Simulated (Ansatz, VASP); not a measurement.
# RuS2: VASP beside Ansatz

```
Ru S
1.0
     5.63061    0.00000    0.00000
     0.00000    5.63061    0.00000
     0.00000    0.00000    5.63061
Ru S
4 8
Direct
  0.00000 0.50000 0.50000
  0.50000 0.50000 0.00000
  0.50000 0.00000 0.50000
  0.00000 0.00000 0.00000
  0.38820 0.11180 0.88820
  0.11180 0.88820 0.38820
  0.88820 0.38820 0.11180
  0.61180 0.61180 0.61180
  0.38820 0.38820 0.38820
  0.11180 0.61180 0.88820
  0.88820 0.11180 0.61180
  0.61180 0.88820 0.11180
```

Alike in both runs: task electric field gradients; functional PBE; k mesh 5 × 5 × 5; occupations fermi-dirac, width 0.02 eV; collinear spin.

|  | VASP | Ansatz |
| --- | --- | --- |
| version | VASP 6.6.1 | Ansatz 0.2.0 |
| potentials or method | VASP PAW PBE potentials, release 64 (Ru_sv, S) | plane-wave PAW, scalar-relativistic |
| plane-wave cutoff (eV) | 420 | 420 |
| valence electrons in the cell | 112 | 112 |

```tsv
	VASP	Ansatz	Ansatz less VASP
gap on the k mesh at the Fermi level (eV)	0.74	0.74	+0.004
rms of the force components (eV/Å)	0.091	0.111	+0.0197
net moment per atom (μB)	0.00	0.00	0.000
size of Vzz on the site where it differs most (V/Å²)	32.4	47.1	+14.72
```

Atom by atom the forces differ by 0.020 eV/Å (rms over components). Ansatz's warnings: seeded moment not kept.
